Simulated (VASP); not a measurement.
Set up this calculation in VASP 6.6.1, as the native input.

```
Task                               : single point
Functional                         : r2SCAN0
Potentials or basis                : VASP PAW PBE potentials, release 64 (In_d, As)
Cutoff                             : 520 eV
k mesh                             : 4 × 4 × 4
Occupations                        : fermi-dirac, width 0.05 eV
Spin                               : no spin polarisation
Dipole correction                  : no
Grid for exact exchange (PRECFOCK) : Normal
Further INCAR settings             : ALGO = Normal; EDIFF = 1e-06; NBANDS = 16
Share of exact exchange            : 0.25
```

Crystal: InAs.

```
In As
1.0
     0.00000    2.95639    2.95639
     2.95639    0.00000    2.95639
     2.95639    2.95639    0.00000
In As
1 1
Direct
  0.00000 0.00000 0.00000
  0.75000 0.75000 0.75000
```

One way to write it, as run:

POSCAR

```
InAs
1.0
    0.0000000000      2.9563908761      2.9563908761
    2.9563908761      0.0000000000      2.9563908761
    2.9563908761      2.9563908761      0.0000000000
In As
1 1
Direct
    0.0000000000      0.0000000000      0.0000000000
    0.7500000000      0.7500000000      0.7500000000
```

INCAR.step1

```
PREC = Accurate
ENCUT = 520
EDIFF = 1E-5
ISMEAR = -1
SIGMA = 0.05
LREAL = F
LASPH = T
NELM = 60
ALGO = Normal
ISIF = 2
LWAVE = T
LCHARG = F
GGA = PE
NBANDS = 16
```

INCAR.step2

```
PREC = Accurate
ENCUT = 520
EDIFF = 1E-6
ISMEAR = -1
SIGMA = 0.05
LREAL = F
LASPH = T
NELM = 60
ALGO = Normal
ISIF = 2
LWAVE = F
LCHARG = F
METAGGA = R2SCAN
LHFCALC = T
AEXX = 0.25
LMIXTAU = T
PRECFOCK = Normal
ISTART = 1
NBANDS = 16
```

KPOINTS

```
Automatic mesh
0
Gamma
  4 4 4
```

Potentials or basis: VASP PAW PBE potentials, release 64 (In_d, As).

The run is started by

```console
$ cat potpaw_PBE.64/In_d/POTCAR potpaw_PBE.64/As/POTCAR > POTCAR
$ cp INCAR.step1 INCAR
$ mpirun -np 1 vasp_std > vasp.out
$ cp INCAR.step2 INCAR
$ mpirun -np 1 vasp_std > vasp.out
```

It gave:

```
Pressure               : 5.7 GPa
Band gap on the k mesh : 1.95 eV
```

Caveat: the k points lie up to 0.46 Å⁻¹ apart; the PAW data sets were made with another functional, which shifts forces and pressure a little; spin-orbit coupling is left out, which moves the levels of the heavy elements.

Wall time 6.6 min on 1 thread of Intel(R) Xeon(R) Platinum 8259CL CPU @ 2.50GHz (Skylake/Cascade Lake), on a shared host, peak memory 0.2 GiB.
